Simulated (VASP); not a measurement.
A run of VASP 6.6.1 is set up as follows.

Contents of INCAR:

```
PREC = Accurate
ENCUT = 600
EDIFF = 1E-6
ISMEAR = -1
SIGMA = 0.05
LREAL = F
LASPH = T
NELM = 60
ALGO = Normal
ISIF = 3
LWAVE = F
LCHARG = F
GGA = PE
IBRION = 2
NSW = 60
EDIFFG = -0.005
```

Contents of KPOINTS:

```
regular mesh
0
Gamma
  11 11 11
```

The input POSCAR:

```
Ba
1.0
    0.0000000000      3.1655483894      3.1655483894
    3.1655483894      0.0000000000      3.1655483894
    3.1655483894      3.1655483894      0.0000000000
Ba
1
Direct
    0.0000000000      0.0000000000      0.0000000000
```

Potentials or basis: VASP PAW PBE potentials, release 64 (Ba_sv).

Run with:

```bash
$ cat potpaw_PBE.64/Ba_sv/POTCAR > POTCAR
$ mpirun -np 1 vasp_std > vasp.out
```

**Question.** Predict the space group after relaxing (to 0.05 Å).

**Answer.** Fm-3m (No. 225).

**Question.** What does it give for the relaxed volume?

**Answer.** 64.36 Å³/atom.

**Question.** What does it give for the relaxed cell?

**Answer.** a = 4.498 Å, b = 4.498 Å, c = 4.498 Å, α = 60.00°, β = 60.00°, γ = 60.00°.

**Question.** Predict the band gap on the k mesh.

**Answer.** Zero (band 5 reaches 1.71 eV, above the bottom of band 6 at 1.48 eV).

The path:
```csv
step,energy change (eV),largest force (eV/Å),pressure (GPa),volume (Å³)
1,0.0000,0.0000,0.12,63.44
2,-0.0002,0.0000,0.06,63.87
3,-0.0003,0.0000,-0.01,64.36
```

Caveat: spin-orbit coupling is left out, which moves the levels of the heavy elements.
